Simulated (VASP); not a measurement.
Wanted: the native input for a VASP 6.6.1 run.

```yaml
Task: relaxation of shape and atoms at fixed volume
Functional: r2SCAN
Potentials_or_basis: VASP PAW PBE potentials, release 64 (As)
Cutoff: 600 eV
k_mesh: 14 × 14 × 14
Occupations: gaussian, width 0.05 eV
Spin: no spin polarisation
Dipole_correction: no
Further_INCAR_settings: ALGO = Normal; EDIFF = 1e-06; IBRION = 2; EDIFFG = -0.02; NSW = 60; ISIF = 4
```

As:

```
CELL_PARAMETERS angstrom
1.91081 1.10321 3.55410
-1.91081 1.10321 3.55410
0.00000 -2.20642 3.55410
ATOMIC_POSITIONS crystal
As 0.22637 0.22637 0.22637
As 0.77363 0.77363 0.77363
```

The input as run:

POSCAR

```
As
1.0
    1.9108147978      1.1032094379      3.5541019748
   -1.9108147978      1.1032094379      3.5541019748
    0.0000000000     -2.2064188758      3.5541019748
As
2
Direct
    0.2263663050      0.2263663050      0.2263663050
    0.7736336950      0.7736336950      0.7736336950
```

INCAR.step1

```
ALGO     = Normal         # electronic algorithm
EDIFF    = 1E-4           # SCF threshold, eV
ENCUT    = 600            # plane-wave cutoff, eV
GGA      = PE             # functional
ISMEAR   = 0              # smearing method
LASPH    = T              # aspherical terms in the spheres
LCHARG   = F              # write CHGCAR
LREAL    = F              # projectors in reciprocal space
LWAVE    = T              # write WAVECAR
NELM     = 80             # most SCF steps
PREC     = Accurate       # precision mode
SIGMA    = 0.05           # smearing width, eV
```

INCAR.step2

```
ALGO     = Normal         # electronic algorithm
EDIFF    = 1E-6           # SCF threshold, eV
EDIFFG   = -0.02          # ionic threshold
ENCUT    = 600            # plane-wave cutoff, eV
IBRION   = 2              # ionic algorithm
ISIF     = 4              # what is computed and relaxed
ISMEAR   = 0              # smearing method
ISTART   = 1            
LASPH    = T              # aspherical terms in the spheres
LCHARG   = F              # write CHGCAR
LMIXTAU  = T            
LREAL    = F              # projectors in reciprocal space
LWAVE    = F              # write WAVECAR
METAGGA  = R2SCAN         # meta-GGA
NELM     = 80             # most SCF steps
NSW      = 60             # ionic steps
PREC     = Accurate       # precision mode
SIGMA    = 0.05           # smearing width, eV
```

KPOINTS

```
k-points
0
Gamma
  14 14 14
```

Potentials or basis: VASP PAW PBE potentials, release 64 (As).

Run with:

```sh
$ cat potpaw_PBE.64/As/POTCAR > POTCAR
$ cp INCAR.step1 INCAR
$ mpirun -np 1 vasp_std > vasp.out
$ cp INCAR.step2 INCAR
$ mpirun -np 1 vasp_std > vasp.out
```

Results of the run:

| Quantity | Value |
| --- | --- |
| Energy gained by relaxing | 5.7 meV/atom |
| Ionic steps | 4 |
| Pressure after relaxing | 0.4 GPa |
| Largest force after relaxing | 0.013 eV/Å |
| Band gap on the k mesh | zero (bands 5 and 6 overlap by 0.42 eV) |

Caveat: the PAW data sets were made with another functional, which shifts forces and pressure a little.

It took 44 min on 1 thread of Intel Xeon 8259CL, on a shared host, peak memory 0.33 GiB.
